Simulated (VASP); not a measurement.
Set up this calculation in VASP 6.6.1, as the native input.

| Property | Result |
| --- | --- |
| Task | single point |
| Functional | PBE |
| Potentials or basis | VASP PAW PBE potentials, release 64 (Ti_sv, Si) |
| Cutoff | 520 eV |
| k mesh | 9 × 6 × 1 |
| Occupations | gaussian, width 0.1 eV |
| Spin | no spin polarisation |
| Dipole correction | yes |
| Further INCAR settings | ALGO = Normal; EDIFF = 1e-07; NBANDS = 47 |

The structure of Ti6Si lies in POSCAR:

```
Ti6Si
1.0
    2.8319727849      0.0000000000      0.0000000000
    0.0000000000      4.5793473376      0.0000000000
    0.0000000000      0.0000000000     22.0506931396
Ti Si
6 1
Direct
    0.5000000000      0.0000000000      0.1814001934
    0.0000000000      0.5000000000      0.2413504045
    0.5000000000      0.0000000000      0.3013006156
    0.5000000000      0.5000000000      0.3625816749
    0.0000000000      0.0000000000      0.4208168374
    0.5000000000      0.5000000000      0.4784744440
    0.5000000000      0.7000000000      0.5826988069
```

These files were run (other wordings do the same):

INCAR

```
SYSTEM = Ti6Si
  ALGO = Normal
  DIPOL = 0.5 0.5 0.367
  EDIFF = 1E-7
  ENCUT = 520
  GGA = PE
  IDIPOL = 3
  ISIF = 2
  ISMEAR = 0
  LASPH = .TRUE.
  LCHARG = .TRUE.
  LDIPOL = .TRUE.
  LELF = .TRUE.
  LREAL = .FALSE.
  LVACPOTAV = .TRUE.
  LVHAR = .TRUE.
  LWAVE = .FALSE.
  NBANDS = 47
  NELM = 60
  PREC = Accurate
  SIGMA = 0.1
```

KPOINTS

```
k-points
0
G
  9 6 1
  0 0 0
```

Potentials or basis: VASP PAW PBE potentials, release 64 (Ti_sv, Si).

Launch:

```console
$ cat potpaw_PBE.64/Ti_sv/POTCAR potpaw_PBE.64/Si/POTCAR > POTCAR
$ mpirun -np 1 vasp_std > vasp.out
```

Results of the run:

- Largest force: 0.502 eV/Å
- Band gap on the k mesh: zero (bands 38 and 39 overlap by 0.13 eV)

Run time: 6.2 min on 1 thread of Intel(R) Xeon(R) 6975P-C (Granite Rapids) (shared host), peak memory 0.46 GiB.
